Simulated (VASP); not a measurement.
Write the native input for VASP 6.6.1 that does the following.

```yaml
Task: single point
Functional: PBEsol
Potentials_or_basis: VASP PAW PBE potentials, release 64 (Al, N)
Cutoff: 520 eV
k_mesh: 6 × 6 × 6
Occupations: gaussian, width 0.01 eV
Spin: no spin polarisation
Dipole_correction: no
Further_INCAR_settings: ALGO = Normal; EDIFF = 1e-06; NBANDS = 11
```

The structure of AlN lies in POSCAR:

```
AlN
1.0
    0.0000000000      1.9690000000      1.9690000000
    1.9690000000      0.0000000000      1.9690000000
    1.9690000000      1.9690000000      0.0000000000
Al N
1 1
Direct
    0.0000000000      0.0000000000      0.0000000000
    0.5000000000      0.5000000000      0.5000000000
```

One way to write it, as run:

INCAR

```
SYSTEM = AlN
  PREC = Accurate
  ENCUT = 520
  EDIFF = 1E-6
  ISMEAR = 0
  SIGMA = 0.01
  LREAL = .False.
  LASPH = .True.
  NELM = 100
  ALGO = Normal
  ISIF = 2
  LWAVE = .False.
  LCHARG = .True.
  GGA = PS
  LELF = .True.
  LVHAR = .True.
  NBANDS = 11
```

KPOINTS

```
Automatic mesh
0
Gamma
  6 6 6
  0 0 0
```

Potentials or basis: VASP PAW PBE potentials, release 64 (Al, N).

Run with:

```bash
$ cat potpaw_PBE.64/Al/POTCAR potpaw_PBE.64/N/POTCAR > POTCAR
$ mpirun -np 1 vasp_std > vasp.out
```

It gave:

The pressure is 24.8 GPa and the band gap on the k mesh is 4.98 eV, indirect (least direct gap 6.85 eV).

Caveat: the k points lie up to 0.46 Å⁻¹ apart; the PAW data sets were made with another functional, which shifts forces and pressure a little.

Wall time 6.3 s on 1 thread of AMD EPYC 7R43 64-Core Processor (Zen 3), on a shared host, peak memory 0.09 GiB.
